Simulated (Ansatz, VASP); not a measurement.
One calculation of Mg4O, two programs

Contents of INCAR:

```
PREC = Accurate
ENCUT = 600
EDIFF = 1E-6
ISMEAR = 0
SIGMA = 0.1
LREAL = False
LASPH = True
NELM = 80
ALGO = Normal
ISIF = 3
LWAVE = False
LCHARG = False
GGA = PE
IBRION = 2
NSW = 100
EDIFFG = -0.01
```

The input KPOINTS:

```
Automatic mesh
0
Gamma
  8 8 8
```

File POSCAR:

```
Mg4O
1.0
    4.4157684563      0.0000000000      0.0000000000
    0.0000000000      4.4157684563      0.0000000000
    0.0000000000      0.0000000000      4.4157684563
Mg O
4 1
Direct
    0.5000000000      0.0000000000      0.0000000000
    0.0000000000      0.5000000000      0.0000000000
    0.0000000000      0.0000000000      0.5000000000
    0.5000000000      0.5000000000      0.5000000000
    0.0000000000      0.0000000000      0.0000000000
```

Input for Ansatz:

```yaml
crystal:
  lattice:
    - [4.4157684563, 0.0, 0.0]
    - [0.0, 4.4157684563, 0.0]
    - [0.0, 0.0, 4.4157684563]
  atoms:
    - { symbol: Mg, position: [0.5, 0.0, 0.0] }
    - { symbol: Mg, position: [0.0, 0.5, 0.0] }
    - { symbol: Mg, position: [0.0, 0.0, 0.5] }
    - { symbol: Mg, position: [0.5, 0.5, 0.5] }
    - { symbol: O, position: [0.0, 0.0, 0.0] }
basis:
  ecutwfc: 420
kpoints:
  mp_grid: { grid: [8, 8, 8] }
hamiltonian:
  xc: pbe
scf:
  occupations: { method: gaussian, width: 0.1 }
output:
  forces: true
  stress: true
  eigenvalues: true
relax:
  adjacent_minimum: "off"
  f_tol: 0.01
  max_steps: 80
  cell: { stress_tol: 0.05 }
```

Change from the starting cell: species swapped into the Co4N type (Pm-3m, No. 221).

Alike in both runs: task relaxation of cell and atoms; functional PBE; k mesh 8 × 8 × 8; occupations gaussian, width 0.1 eV; no spin polarisation.

```csv
,VASP,Ansatz
version,VASP 6.6.1,Ansatz 0.2.0
potentials or method,"VASP PAW PBE potentials, release 64 (Mg, O), cutoff 600 eV","scalar-relativistic, plane waves, PAW"
valence electrons in the cell,14,46
```

Ansatz gave:

| Item | Value |
| --- | --- |
| gap on the k mesh at the Fermi level, each at its own relaxed structure (eV) | none |
| relaxed volume (Å³/atom) | 17.35 |
| relaxed cell length with the largest relative difference (Å) | 4.427 |

Question: What did VASP give for the same quantities?

Answer: gap on the k mesh at the Fermi level, each at its own relaxed structure (eV): none; relaxed volume (Å³/atom): 17.27; relaxed cell length with the largest relative difference (Å): 4.420.

A gap of «none» marks a metal or a gap that the smearing closes. VASP's potentials hold 14 valence electrons a cell and Ansatz's 46, so a difference there can come from the potentials and not from the codes.
